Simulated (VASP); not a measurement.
Input of a VASP 6.6.1 run:

Contents of INCAR:

```
  PREC = Accurate
  ENCUT = 520
  EDIFF = 1E-6
  ISMEAR = 0
  SIGMA = 0.15
  LREAL = F
  LASPH = T
  NELM = 80
  ALGO = Normal
  ISIF = 2
  LWAVE = F
  LCHARG = F
  GGA = PS
  NBANDS = 16
```

Contents of KPOINTS:

```
regular mesh
0
Gamma
  7 7 7
```

File POSCAR:

```
SnAs
1.0
    0.0000000000      2.8962102221      2.8962102221
    2.8962102221      0.0000000000      2.8962102221
    2.8962102221      2.8962102221      0.0000000000
Sn As
1 1
Direct
    0.0000000000      0.0000000000      0.0000000000
    0.5000000000      0.5000000000      0.5000000000
```

Potentials or basis: VASP PAW PBE potentials, release 64 (Sn_d, As).

Command:

```console
$ cat potpaw_PBE.64/Sn_d/POTCAR potpaw_PBE.64/As/POTCAR > POTCAR
$ mpirun -np 1 vasp_std > vasp.out
```

Estimate the pressure.

-2.6 GPa.

Caveat: the PAW data sets were made with another functional, which shifts forces and pressure a little.
